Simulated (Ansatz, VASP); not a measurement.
**Two plane-wave programs on Mn2B2S**

```
Mn B S
1.0
     3.71232    0.00000    0.00000
    -1.85616    3.21496    0.00000
     0.00000    0.00000    4.93753
Mn B S
2 2 1
Direct
  0.33333 0.66667 0.00000
  0.66667 0.33333 0.00000
  0.00000 0.00000 0.17027
  0.00000 0.00000 0.82973
  0.66667 0.33333 0.50000
```

Change from the starting cell: species swapped into the La2Ni2I type (P-6m2, No. 187).

Alike in both runs: functional PBE; k mesh 12 × 12 × 8; occupations gaussian, width 0.1 eV; collinear spin.

Ansatz relaxed the structure, and its values are those at the end. VASP's run is a single point on that final structure, the one shown.

```csv
,VASP,Ansatz
version,VASP 6.6.1,Ansatz 0.2.0
potentials or method,"VASP PAW PBE potentials, release 64 (Mn_pv, B, S), cutoff 520 eV","scalar-relativistic, plane waves, PAW"
valence electrons in the cell,38,42
```

|  | VASP | Ansatz | Ansatz less VASP |
| --- | --- | --- | --- |
| gap on the k mesh at the Fermi level (eV) | none | none | - |
| pressure (GPa) | 0.3 | 0.0 | -0.25 |
| rms of the force components (eV/Å) | 0.008 | 0.002 | -0.0062 |
| net moment per atom (μB) | 0.14 | 0.14 | 0.000 |
| size of the moment on the site where the two differ most (μB) | 1.22 | 1.11 | -0.118 |

Site moments also hang on the region over which each program counts them. A gap of «none» marks a metal or a gap that the smearing closes. VASP's potentials hold 38 valence electrons a cell and Ansatz's 42, so a difference there can come from the potentials and not from the codes.
